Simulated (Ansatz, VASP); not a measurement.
**Au in VASP and in Ansatz**

Contents of INCAR:

```
SYSTEM = Au
  ALGO = Normal
  EDIFF = 1E-6
  ENCUT = 500
  GGA = PE
  GGA_COMPAT = .FALSE.
  ISIF = 2
  ISMEAR = 0
  LASPH = .TRUE.
  LCHARG = .FALSE.
  LREAL = .FALSE.
  LWAVE = .FALSE.
  NBANDS = 18
  NELM = 120
  PREC = Accurate
  SIGMA = 0.15
```

Contents of KPOINTS:

```
k-points
0
G
  18 18 10
  0 0 0
```

Contents of POSCAR:

```
Au
1.0
    2.9169619367      0.0000000000      0.0000000000
   -1.4584809683      2.5261631390      0.0000000000
    0.0000000000      0.0000000000      4.8900308251
Au
2
Direct
    0.1886622649      0.6666666667      0.7500000000
    0.8113377351      0.3333333333      0.2500000000
```

Input for Ansatz:

```yaml
crystal:
  lattice:
    - [2.9169619367, 0.0, 0.0]
    - [-1.4584809683, 2.526163139, 0.0]
    - [0.0, 0.0, 4.8900308251]
  atoms:
    - { symbol: Au, position: [0.1886622649, 0.6666666667, 0.75] }
    - { symbol: Au, position: [0.8113377351, 0.3333333333, 0.25] }
basis:
  ecutwfc: 420
kpoints:
  mp_grid: { grid: [18, 18, 10] }
hamiltonian:
  xc: pbe
scf:
  occupations: { method: gaussian, width: 0.15 }
output:
  forces: true
  stress: true
  eigenvalues: true
```

Change from the starting cell: mode 4 frozen in at -0.422 Å and mode 5 at +0.000 Å (largest displacements).

Alike in both runs: task single point; functional PBE; k mesh 18 × 18 × 10; occupations gaussian, width 0.15 eV; no spin polarisation.

```csv
,VASP,Ansatz
version,VASP 6.6.1,Ansatz 0.2.0
potentials or method,"VASP PAW PBE potentials, release 64 (Au), cutoff 500 eV","scalar-relativistic, plane waves, PAW"
valence electrons in the cell,22,38
```

|  | VASP | Ansatz | Ansatz less VASP |
| --- | --- | --- | --- |
| gap on the k mesh at the Fermi level (eV) | none | none | - |
| pressure (GPa) | 4.5 | 4.8 | +0.26 |
| traceless stress, the component that is largest in VASP (GPa) | 9.18 | 9.25 | +0.067 |
| rms of the force components (eV/Å) | 0.423 | 0.426 | +0.0030 |

Atom by atom the forces differ by 0.003 eV/Å (rms over components). A gap of «none» marks a metal or a gap that the smearing closes. The functional is the same, so the differences come from potentials, cutoffs and numerics. VASP's potentials hold 22 valence electrons a cell and Ansatz's 38, so a difference there can come from the potentials and not from the codes.

Spin-orbit coupling is off throughout.
